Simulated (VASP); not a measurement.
# TiNiS2 (P-6m2) in VASP: further runs, part 2 of 2

VASP 6.6.1. The steps go on from the part before.

## (3) Relaxation of cell and atoms, PBE, collinear spin, ferromagnetic start

This run uses another cell than the first one, of 14.13 Å³/atom.

The input, INCAR:

```
SYSTEM = TiNiS2
PREC = Accurate ; ENCUT = 600
EDIFF = 1E-7 ; ISMEAR = 0
SIGMA = 0.1 ; LREAL = .False.
LASPH = .True. ; NELM = 150
ALGO = Normal ; ISIF = 3
LWAVE = .False. ; LCHARG = .False.
ISPIN = 2 ; MAGMOM = 1 2 0 0
LORBIT = 11 ; LMAXMIX = 4
GGA = PE ; IBRION = 2
NSW = 90 ; EDIFFG = -0.04
```

The input, KPOINTS:

```
regular mesh
0
Gamma
  6 6 4
  0 0 0
```

The input, POSCAR:

```
TiNiS2
1.0
    3.3481521400      0.0000000000      0.0000000000
   -1.6740760700      2.8995848000      0.0000000000
    0.0000000000      0.0000000000      5.8215084700
Ti Ni S
1 1 2
Direct
    0.6666666700      0.3333333300      0.0000000000
    0.6666666700      0.3333333300      0.5000000000
    0.0000000000      0.0000000000      0.2585700400
    0.0000000000      0.0000000000      0.7414299600
```

Potentials or basis: VASP PAW PBE potentials, release 64 (Ti_sv, Ni, S).

Launch:

```console
$ cat potpaw_PBE.64/Ti_sv/POTCAR potpaw_PBE.64/Ni/POTCAR potpaw_PBE.64/S/POTCAR > POTCAR
$ mpirun -np 1 vasp_std > vasp.out
```

OUTCAR:

```text
SYSTEM = TiNiS2
   PREC = Accurate
   ENCUT = 600
   EDIFF = 1E-7
   ISMEAR = 0
   LREAL = .False.
   LASPH = .True.
   NELM = 150
   ISIF = 3
   ISPIN = 2
   LORBIT = 11
   GGA = PE
   IBRION = 2
   NSW = 90
   EDIFFG = -0.04

 ion  position               nearest neighbor table
   1  0.667  0.333  0.000-   3 2.45   4 2.45   3 2.45   4 2.45   3 2.45   4 2.45   2 2.91   2 2.91

   2  0.667  0.333  0.500-   3 2.39   4 2.39   3 2.39   4 2.39   3 2.39   4 2.39   1 2.91   1 2.91

   3  0.000  0.000  0.259-   2 2.39   2 2.39   2 2.39   1 2.45   1 2.45   1 2.45
   4  0.000  0.000  0.741-   2 2.39   2 2.39   2 2.39   1 2.45   1 2.45   1 2.45

  LATTYP: Found a hexagonal cell.
 ALAT       =     3.3481521400
 C/A-ratio  =     1.7387228019

  Lattice vectors:

 A1 = (   3.3481521400,   0.0000000000,   0.0000000000)
 A2 = (  -1.6740760700,   2.8995848000,   0.0000000000)
 A3 = (   0.0000000000,   0.0000000000,   5.8215084700)

Analysis of symmetry for initial positions (statically):
[... 368 lines left out ...]
 k-point     1 :       0.0000    0.0000    0.0000
  band No.  band energies     occupation
      1     -48.3349      1.00000
      2     -24.7280      1.00000
      3     -24.4989      1.00000
      4     -24.4989      1.00000
      5      -6.6097      1.00000
      6      -4.8369      1.00000
[... 535 lines left out ...]
     22      12.0283      0.00000
     23      14.0678      0.00000
 Fermi energy:         9.0020141189

 spin component 2

 k-point     1 :       0.0000    0.0000    0.0000
  band No.  band energies     occupation
      1     -48.3349      1.00000
      2     -24.7280      1.00000
      3     -24.4989      1.00000
      4     -24.4989      1.00000
      5      -6.6097      1.00000
      6      -4.8369      1.00000
[... 566 lines left out ...]
  FREE ENERGIE OF THE ION-ELECTRON SYSTEM (eV)
  ---------------------------------------------------
  free  energy   TOTEN  =       -24.8074649999 eV

  energy  without entropy=      -24.7949416830  energy(sigma->0) =      -24.80120334

 reached required accuracy - stopping structural energy minimisation

 total charge

# of ion       s       p       d       tot
------------------------------------------
    1        2.163   6.152   1.967  10.283
    2        0.334   0.370   8.458   9.162
    3        1.329   2.388   0.000   3.717
    4        1.329   2.388   0.000   3.717
--------------------------------------------------
tot          5.155  11.299  10.425  26.879

 magnetization (x)

# of ion       s       p       d       tot
------------------------------------------
    1       -0.000  -0.000  -0.000  -0.000
    2       -0.000   0.000   0.000   0.000
    3        0.000   0.000   0.000   0.000
    4        0.000   0.000   0.000   0.000
--------------------------------------------------
tot         -0.000   0.000  -0.000  -0.000
```

CONTCAR:

```text
TiNiS2
   1.00000000000000
     3.3195654056885338    0.0000000000000000   -0.0000000000000000
    -1.6597827028442669    2.8748279621046264    0.0000000000000000
     0.0000000000000000    0.0000000000000000    6.0417544514981527
  Ti              Ni              S
     1     1     2
Direct
     0.6666666699999979    0.3333333300000021    0.0000000000000000
     0.6666666699999979    0.3333333300000021    0.5000000000000000
     0.0000000000000000    0.0000000000000000    0.2518546911574991
     0.0000000000000000    0.0000000000000000    0.7481453088425009

  0.00000000E+00  0.00000000E+00  0.00000000E+00
  0.00000000E+00  0.00000000E+00  0.00000000E+00
  0.00000000E+00  0.00000000E+00  0.00000000E+00
  0.00000000E+00  0.00000000E+00  0.00000000E+00
```

It took 2.8 min on 1 thread of Intel Xeon 6975P-C (Granite Rapids), shared host; peak memory 0.25 GiB.

What came out:

- Free energy: -24.8075 eV
- Relaxed volume: 14.41 Å³/atom
- Relaxed cell: a = 3.320 Å, b = 3.320 Å, c = 6.042 Å, α = 90.00°, β = 90.00°, γ = 120.00°
- Space group after relaxing (to 0.1 Å): P-6m2 (No. 187)
- Energy gained by relaxing: 17.7 meV/atom
- Ionic steps: 5
- Pressure after relaxing: 0.1 GPa
- Largest force after relaxing: 0.021 eV/Å
- Band gap on the k mesh: zero (filled and empty bands overlap)
- Net moment: 0.00 μB per cell
- Valence electrons inside the program's atomic spheres: Ti 10.28; Ni 9.16; S 3.72

Forces on the atoms (eV/Å):
```
Ti   0.000  0.000  0.000
Ni   0.000  0.000  0.000
S    0.000  0.000 -0.021
S    0.000  0.000  0.021
```

Step by step:
```tsv
step	energy change (eV)	largest force (eV/Å)	pressure (GPa)	volume (Å³)
1	0.0000	0.4932	2.51	56.52
2	-0.0609	0.2683	-1.48	58.32
3	-0.0613	0.2529	-1.80	58.48
4	-0.0701	0.0408	0.61	57.45
5	-0.0707	0.0205	0.11	57.66
```

Final structure:
```xyz
4
Lattice="3.3196 0.0000 0.0000 -1.6598 2.8748 0.0000 0.0000 0.0000 6.0418" Properties=species:S:1:pos:R:3 pbc="T T T"
Ti    1.6598    0.9583    0.0000
Ni    1.6598    0.9583    3.0209
S     0.0000    0.0000    1.5216
S     0.0000    0.0000    4.5201
```

Caveat: the k points lie up to 0.36 Å⁻¹ apart in the final cell. With open d or f shells a metallic result of PBE can be an artefact of self-interaction; +U or a hybrid may open a gap.
